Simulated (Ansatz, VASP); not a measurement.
**TiPt3: VASP beside Ansatz**

```
Ti Pt
1.0
     3.89700    0.00000    0.00000
     0.00000    3.89700    0.00000
     0.00000    0.00000    3.93597
Ti Pt
1 3
Direct
  0.00000 0.00000 0.00000
  0.00000 0.50000 0.50000
  0.50000 0.00000 0.50000
  0.50000 0.50000 0.00000
```

Change from the starting cell: zz strain of +1 %, PAW files.

Alike in both runs: task electric field gradients; functional PBEsol; k mesh 9 × 9 × 9; occupations fermi-dirac, width 0.05 eV; no spin polarisation.

|  | VASP | Ansatz |
| --- | --- | --- |
| version | VASP 6.6.1 | Ansatz 0.2.0 |
| potentials or method | VASP PAW PBE potentials, release 64 (Ti_sv, Pt) | PAW with Ansatz's default frozen-core files, scalar-relativistic |
| plane-wave cutoff (eV) | 520 | 420 |
| valence electrons in the cell | 42 | 66 |

```tsv
	VASP	Ansatz	Ansatz less VASP
pressure (GPa)	-2.3	-2.1	+0.27
traceless stress, the component that is largest in VASP (GPa)	-1.18	-1.18	-0.002
size of Vzz on the site where it differs most (V/Å²)	65.9	76.0	+10.06
```

VASP's potentials were made for PBE, not for PBEsol. With one functional, cell and mesh, what is left measures potentials, basis and numerics. VASP's potentials hold 42 valence electrons a cell and Ansatz's 66, so a difference there can come from the potentials and not from the codes.

Neither program's run includes spin-orbit coupling.
